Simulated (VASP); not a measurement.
# ZnAg6 (Pm-3m) in VASP: single point with PBE

Aim: the single point of ZnAg6 with PBE.

Program: VASP 6.6.1. These are calculated values, not measurements. Logs are shortened: lines on timing, memory, paths and dates and some standing lists are left out, and cuts for length are marked.

**1. The cell of the first run**

The structure is cubic, space group Pm-3m (No. 221). Conventional cell: a = 6.600 Å, b = 6.600 Å, c = 6.600 Å, α = 90.00°, β = 90.00°, γ = 90.00°. Ag (site symmetry 4mm) has 5 Ag at 2.65 to 2.79 Å within 3.5 Å.

The cell was generated, and may not be a known phase.

**2. Single point, PBE**

Input file INCAR:

```
PREC = Accurate
ENCUT = 520
EDIFF = 1E-7
ISMEAR = 0
SIGMA = 0.1
LREAL = False
LASPH = True
NELM = 60
ALGO = Fast
ISIF = 2
LWAVE = False
LCHARG = False
GGA = PE
NBANDS = 48
```

Input file KPOINTS:

```
regular mesh
0
Gamma
  6 6 6
```

Input file POSCAR:

```
ZnAg6
1.0
    6.5998824439      0.0000000000      0.0000000000
    0.0000000000      6.5998824439      0.0000000000
    0.0000000000      0.0000000000      6.5998824439
Zn Ag
1 6
Direct
    0.0000000000      0.0000000000      0.0000000000
    0.2008209548      0.5000000000      0.5000000000
    0.5000000000      0.2008209548      0.5000000000
    0.7991790452      0.5000000000      0.5000000000
    0.5000000000      0.7991790452      0.5000000000
    0.5000000000      0.5000000000      0.2008209548
    0.5000000000      0.5000000000      0.7991790452
```

Potentials or basis: VASP PAW PBE potentials, release 64 (Zn, Ag).

Launch:

```sh
cat potpaw_PBE.64/Zn/POTCAR potpaw_PBE.64/Ag/POTCAR > POTCAR
mpirun -np 1 vasp_std > vasp.out
```

OUTCAR:

```text
PREC = Accurate
   ENCUT = 520
   EDIFF = 1E-7
   ISMEAR = 0
   LREAL = False
   LASPH = True
   NELM = 60
   ISIF = 2
   GGA = PE

 ion  position               nearest neighbor table
   1  0.000  0.000  0.000-
   2  0.201  0.500  0.500-   4 2.65   3 2.79   5 2.79   6 2.79   7 2.79
   3  0.500  0.201  0.500-   5 2.65   4 2.79   2 2.79   6 2.79   7 2.79
   4  0.799  0.500  0.500-   2 2.65   3 2.79   5 2.79   6 2.79   7 2.79
   5  0.500  0.799  0.500-   3 2.65   2 2.79   4 2.79   6 2.79   7 2.79
   6  0.500  0.500  0.201-   7 2.65   3 2.79   4 2.79   5 2.79   2 2.79
   7  0.500  0.500  0.799-   6 2.65   3 2.79   4 2.79   5 2.79   2 2.79

  LATTYP: Found a simple cubic cell.
 ALAT       =     6.5998824439

  Lattice vectors:

 A1 = (   6.5998824439,   0.0000000000,   0.0000000000)
 A2 = (   0.0000000000,   6.5998824439,   0.0000000000)
 A3 = (   0.0000000000,   0.0000000000,   6.5998824439)

Analysis of symmetry for initial positions (statically):
=====================================================================
 Subroutine PRICEL returns:
 Original cell was already a primitive cell.

 Routine SETGRP: Setting up the symmetry group for a
 simple cubic supercell.

 Subroutine GETGRP returns: Found 48 space group operations
 (whereof 48 operations were pure point group operations)
 out of a pool of 48 trial point group operations.

The static configuration has the point symmetry O_h .

Analysis of symmetry for dynamics (positions and initial velocities):
=====================================================================
 Subroutine PRICEL returns:
 Original cell was already a primitive cell.

 Routine SETGRP: Setting up the symmetry group for a
 simple cubic supercell.

 Subroutine GETGRP returns: Found 48 space group operations
 (whereof 48 operations were pure point group operations)
 out of a pool of 48 trial point group operations.

The dynamic configuration has the point symmetry O_h .

 Subroutine INISYM returns: Found 48 space group operations
 (whereof 48 operations are pure point group operations),
 and found     1 'primitive' translations

----------------------------------------------------------------------------------------

                                     Primitive cell

  volume of cell :     287.4806

  direct lattice vectors                    reciprocal lattice vectors
     6.599882444  0.000000000  0.000000000     0.151517850  0.000000000  0.000000000
     0.000000000  6.599882444  0.000000000     0.000000000  0.151517850  0.000000000
     0.000000000  0.000000000  6.599882444     0.000000000  0.000000000  0.151517850

  length of vectors
     6.599882444  6.599882444  6.599882444     0.151517850  0.151517850  0.151517850

  position of ions in fractional coordinates (direct lattice)
     0.000000000  0.000000000  0.000000000
     0.200820955  0.500000000  0.500000000
     0.500000000  0.200820955  0.500000000
     0.799179045  0.500000000  0.500000000
     0.500000000  0.799179045  0.500000000
     0.500000000  0.500000000  0.200820955
     0.500000000  0.500000000  0.799179045

  ion indices of the primitive-cell ions
   primitive index   ion index
                 1           1
                 2           2
                 3           3
                 4           4
                 5           5
                 6           6
                 7           7

----------------------------------------------------------------------------------------

 KPOINTS: regular mesh

Automatic generation of k-mesh.
 Grid dimensions read from file:
 generate k-points for:    6    6    6

 Generating k-lattice:

  Cartesian coordinates                     Fractional coordinates (reciprocal lattice)
     0.025252975  0.000000000  0.000000000     0.166666667  0.000000000  0.000000000
     0.000000000  0.025252975  0.000000000     0.000000000  0.166666667  0.000000000
     0.000000000  0.000000000  0.025252975     0.000000000  0.000000000  0.166666667

  Length of vectors
     0.025252975  0.025252975  0.025252975

  Shift w.r.t. Gamma in fractional coordinates (k-lattice)
     0.000000000  0.000000000  0.000000000

 Subroutine IBZKPT returns following result:
 ===========================================

 Found     20 irreducible k-points:

 Following reciprocal coordinates:
            Coordinates               Weight
  0.000000  0.000000  0.000000      1.000000
  0.166667  0.000000  0.000000      6.000000
  0.333333  0.000000  0.000000      6.000000
  0.500000  0.000000  0.000000      3.000000
  0.166667  0.166667  0.000000     12.000000
  0.333333  0.166667  0.000000     24.000000
[... 12 lines left out ...]
  0.500000  0.500000  0.333333      6.000000
  0.500000  0.500000  0.500000      1.000000
   k-points           NKPTS =     20   k-points in BZ     NKDIM =     20   number of bands    NBANDS=     48
   number of dos      NEDOS =    301   number of ions     NIONS =      7
   total plane-waves  NPLWV = 125000
   dimension x,y,z NGX =    50 NGY =   50 NGZ =   50
   dimension x,y,z NGXF=   100 NGYF=  100 NGZF=  100
   ions per type =               1   6
   NGX,Y,Z   is equivalent  to a cutoff of  12.59, 12.59, 12.59 a.u.
   NGXF,Y,Z  is equivalent  to a cutoff of  25.19, 25.19, 25.19 a.u.
 SYSTEM =  unknown system
   PREC   = accura    normal or accurate (medium, high low for compatibility)
   ISTART =      0    job   : 0-new  1-cont  2-samecut
   ICHARG =      2    charge: 1-file 2-atom 10-const
   ISPIN  =      1    spin polarized calculation?
   LNONCOLLINEAR =      F non collinear calculations
   LSORBIT =      F    spin-orbit coupling
   LASPH  =      T    aspherical Exc in radial PAW
   ENCUT  =  520.0 eV  38.22 Ry    6.18 a.u.  12.27 12.27 12.27*2*pi/ulx,y,z
   NELM   =     60;   NELMIN=  2; NELMDL= -5     # of ELM steps
   EDIFF  = 0.1E-06   stopping-criterion for ELM
   LREAL  =      F    real-space projection
   EDIFFG = 0.1E-05   stopping-criterion for IOM
   NSW    =      0    number of steps for IOM
   IBRION =     -1    ionic relax: 0-MD 1-quasi-New 2-CG
   NFREE  =      0    steps in history (QN), initial steepest desc. (CG)
   ISIF   =      2    stress and relaxation
   ISYM   =      2    0-nonsym 1-usesym 2-fastsym
   POTIM  = 0.5000    time-step for ionic-motion
   TEBEG  =    0.0;   TEEND  =   0.0 temperature during run
   PSTRESS=    0.0 pullay stress
   NELECT =      78.0000    total number of electrons
   NUPDOWN=      -1.0000    fix difference up-down
   EMIN   =  10.00;   EMAX   =-10.00  energy-range for DOS
   EFERMI =   0.00;   METHOD = LEGACY
   ISMEAR =     0;   SIGMA  =   0.10  broadening in eV -4-tet -1-fermi 0-gaus
   EFERMI_NEDOS =   21; number of points for ismear=-14 and -15
   IALGO  =     68    algorithm
   IMIX   =      4    mixing-type and parameters
     AMIX     =   0.40;   BMIX     =  1.00
     AMIX_MAG =   1.60;   BMIX_MAG =  1.00
  volume/ion in A,a.u.               =      41.07       277.15
  Fermi-wavevector in a.u.,A,eV,Ry     =   1.059832  2.002791 15.282647  1.123243
  Thomas-Fermi vector in A             =   2.195191
   LORBIT       =      0    0 simple, 1 ext, 2 COOP (PROOUT), +10 PAW based schemes
   GGA     = PE    functional components
   LHFCALC =     F    Hartree Fock is set to
   AEXX    =    0.0000 exact exchange contribution
   IVDW    =     0    specifies the selected vdW correction
   LEPSILON=     F    determine dielectric tensor
   LRPA    =     F    only Hartree local field effects (RPA)
 non-spin polarized calculation
 RMM-DIIS sequential band-by-band and
 Gauss-broadening in eV      SIGMA  =   0.10
  energy-cutoff  :      520.00
  volume of cell :      287.48
 maximum number of plane-waves:      7809
 NGX is ok and might be reduce to    50
   NGX = 25   NGY = 25   NGZ = 25

 number of electron      78.0000050 magnetization

 Free energy of the ion-electron system (eV)
  ---------------------------------------------------
  ext. energy  EPLUGINS =         0.00000000
  ---------------------------------------------------
  free energy    TOTEN  =       -11.59980755 eV

  energy without entropy =      -11.57916050  energy(sigma->0) =      -11.58948403

 E-fermi :   0.1914     XC(G=0):  -7.1060

 val. band max:        0.1378836089   @ k =   0.5000   0.1667   0.1667
 cond. band min:       0.2120286136   @ k =   0.1667   0.1667   0.0000
 fundamental gap:      0.0741450047
 Fermi energy:         0.1913753053

 k-point     1 :       0.0000    0.0000    0.0000
  band No.  band energies     occupation
      1      -5.9176      2.00000
      2      -5.2386      2.00000
      3      -5.2386      2.00000
      4      -5.2384      2.00000
      5      -5.2384      2.00000
      6      -5.2384      2.00000
[... 40 lines left out ...]
     47       5.0790      0.00000
     48       5.0790      0.00000

 k-point     2 :       0.1667    0.0000    0.0000
  band No.  band energies     occupation
      1      -5.8628      2.00000
      2      -5.2385      2.00000
      3      -5.2384      2.00000
      4      -5.2384      2.00000
      5      -5.2384      2.00000
      6      -5.2384      2.00000
[... 40 lines left out ...]
     47       5.0431      0.00000
     48       5.0857      0.00000

 k-point     3 :       0.3333    0.0000    0.0000
  band No.  band energies     occupation
      1      -5.7329      2.00000
      2      -5.2385      2.00000
      3      -5.2385      2.00000
      4      -5.2385      2.00000
      5      -5.2385      2.00000
      6      -5.2380      2.00000
[... 40 lines left out ...]
     47       5.1046      0.00000
     48       5.1536      0.00000

 k-point     4 :       0.5000    0.0000    0.0000
  band No.  band energies     occupation
      1      -5.6511      2.00000
      2      -5.2385      2.00000
      3      -5.2385      2.00000
      4      -5.2385      2.00000
      5      -5.2384      2.00000
      6      -5.2378      2.00000
[... 754 lines left out ...]
     47       5.1969      0.00000
     48       5.3850      0.00000

 k-point    19 :       0.5000    0.5000    0.3333
  band No.  band energies     occupation
      1      -5.2393      2.00000
      2      -5.2390      2.00000
      3      -5.2390      2.00000
      4      -5.2375      2.00000
      5      -5.2373      2.00000
      6      -4.9715      2.00000
[... 40 lines left out ...]
     47       5.3093      0.00000
     48       5.4527      0.00000

 k-point    20 :       0.5000    0.5000    0.5000
  band No.  band energies     occupation
      1      -5.2391      2.00000
      2      -5.2391      2.00000
      3      -5.2391      2.00000
      4      -5.2373      2.00000
      5      -5.2373      2.00000
      6      -4.6743      2.00000
[... 40 lines left out ...]
     47       5.6498      0.00000
     48       5.6498      0.00000

------------------------ aborting loop because EDIFF is reached ----------------------------------------

  FORCE on cell =-STRESS in cart. coord.  units (eV):
  Direction    XX          YY          ZZ          XY          YZ          ZX
  --------------------------------------------------------------------------------------
  -------------------------------------------------------------------------------------
  Total       -0.0662750     -0.0662750     -0.0662750     -0.0000000     -0.0000000     -0.0000000
  in kB       -0.3693614     -0.3693614     -0.3693614     -0.0000000     -0.0000000     -0.0000000
  external PRESSURE =      -0.3693614 kB  Pullay stress =       0.0000000 kB

 VOLUME and BASIS-vectors are now :
 -----------------------------------------------------------------------------
  energy-cutoff  :      520.00
  volume of cell :      287.48
      direct lattice vectors                 reciprocal lattice vectors
     6.599882444  0.000000000  0.000000000     0.151517850  0.000000000  0.000000000
     0.000000000  6.599882444  0.000000000     0.000000000  0.151517850  0.000000000
     0.000000000  0.000000000  6.599882444     0.000000000  0.000000000  0.151517850

 POSITION                                       TOTAL-FORCE (eV/Angst)
 -----------------------------------------------------------------------------------
      0.00000      0.00000      0.00000        -0.000000      0.000000     -0.000000
      1.32539      3.29994      3.29994         0.005166     -0.000000     -0.000000
      3.29994      1.32539      3.29994        -0.000000      0.005166     -0.000000
      5.27449      3.29994      3.29994        -0.005166      0.000000     -0.000000
      3.29994      5.27449      3.29994        -0.000000     -0.005166     -0.000000
      3.29994      3.29994      1.32539        -0.000000     -0.000000      0.005166
      3.29994      3.29994      5.27449        -0.000000      0.000000     -0.005166
 -----------------------------------------------------------------------------------
    total drift:                               -0.000000     -0.000000     -0.000000

  FREE ENERGIE OF THE ION-ELECTRON SYSTEM (eV)
  ---------------------------------------------------
  free  energy   TOTEN  =       -11.5998075489 eV

  energy  without entropy=      -11.5791605046  energy(sigma->0) =      -11.58948403
```

Wall time 6.4 min (1 thread of AMD EPYC 7R13, shared host); peak memory 0.45 GiB.

What came out:

- Free energy: -11.5998 eV
- Pressure: 0.0 GPa
- Largest force: 0.005 eV/Å
- Band gap on the k mesh: zero (bands 39 and 40 overlap by 1.49 eV)

Forces on the atoms (eV/Å):
```
Zn   0.000  0.000  0.000
Ag   0.005  0.000  0.000
Ag   0.000  0.005  0.000
Ag  -0.005  0.000  0.000
Ag   0.000 -0.005  0.000
Ag   0.000  0.000  0.005
Ag   0.000  0.000 -0.005
```

The gap in the log of VASP goes by the Fermi energy; the results here count the filled bands.